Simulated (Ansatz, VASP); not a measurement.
C in VASP and in Ansatz

Contents of INCAR:

```
SYSTEM = C
PREC     = Accurate       ! precision mode
ENCUT    = 520            ! plane-wave cutoff, eV
EDIFF    = 1E-7           ! SCF threshold, eV
ISMEAR   = -1             ! smearing method
SIGMA    = 0.05           ! smearing width, eV
LREAL    = .False.        ! projectors in reciprocal space
LASPH    = .True.         ! aspherical terms in the spheres
NELM     = 80             ! most SCF steps
ALGO     = Normal         ! electronic algorithm
ISIF     = 2              ! what is computed and relaxed
LWAVE    = .False.        ! write WAVECAR
LCHARG   = .True.         ! write CHGCAR
GGA      = PE             ! functional
LELF     = .True.         ! ELF
LVHAR    = .True.       
NBANDS   = 11             ! bands
```

The input KPOINTS:

```
regular mesh
0
Gamma
  13 13 13
  0 0 0
```

Contents of POSCAR:

```
C
1.0
    0.0000000000      2.0103628793      2.0103628793
    2.0103628793      0.0000000000      2.0103628793
    2.0103628793      2.0103628793      0.0000000000
C
2
Direct
   -0.2150000000     -0.0950000000     -0.0950000000
    0.2150000000      0.0950000000      0.0950000000
```

Input for Ansatz:

```yaml
crystal:
  lattice:
    - [0.0, 2.0103628793, 2.0103628793]
    - [2.0103628793, 0.0, 2.0103628793]
    - [2.0103628793, 2.0103628793, 0.0]
  atoms:
    - { symbol: C, position: [-0.215, -0.095, -0.095] }
    - { symbol: C, position: [0.215, 0.095, 0.095] }
kpoints:
  mp_grid: { grid: [13, 13, 13] }
scf:
  occupations: { method: fermi_dirac, width: 0.05 }
hamiltonian:
  xc: pbe
  pseudopotentials: { kind: all_electron, lapw: { basis_error: 0.001 } }
output:
  forces: true
  stress: true
  eigenvalues: true
  populations: true
```

Change from the starting cell: shortest bond scaled by 0.76, LAPW.

Alike in both runs: task single point; functional PBE; k mesh 13 × 13 × 13; occupations fermi-dirac, width 0.05 eV; no spin polarisation.

|  | VASP | Ansatz |
| --- | --- | --- |
| version | VASP 6.6.1 | Ansatz 0.2.0 |
| potentials or method | VASP PAW PBE potentials, release 64 (C), cutoff 520 eV | all-electron LAPW, scalar-relativistic |

|  | VASP | Ansatz | Ansatz less VASP |
| --- | --- | --- | --- |
| pressure (GPa) | -35.9 | -36.3 | -0.36 |
| traceless stress, the component that is largest in VASP (GPa) | 0.42 | 0.75 | +0.336 |
| rms of the force components (eV/Å) | 5.283 | 5.245 | -0.0387 |

Atom by atom the forces differ by 0.039 eV/Å (rms over components). Both programs put the cell under strong tension, so it lies far from rest at this level. Ansatz ran all-electron here, and VASP with PAW potentials.

Noted on VASP's run: the cell as given lies far from equilibrium.
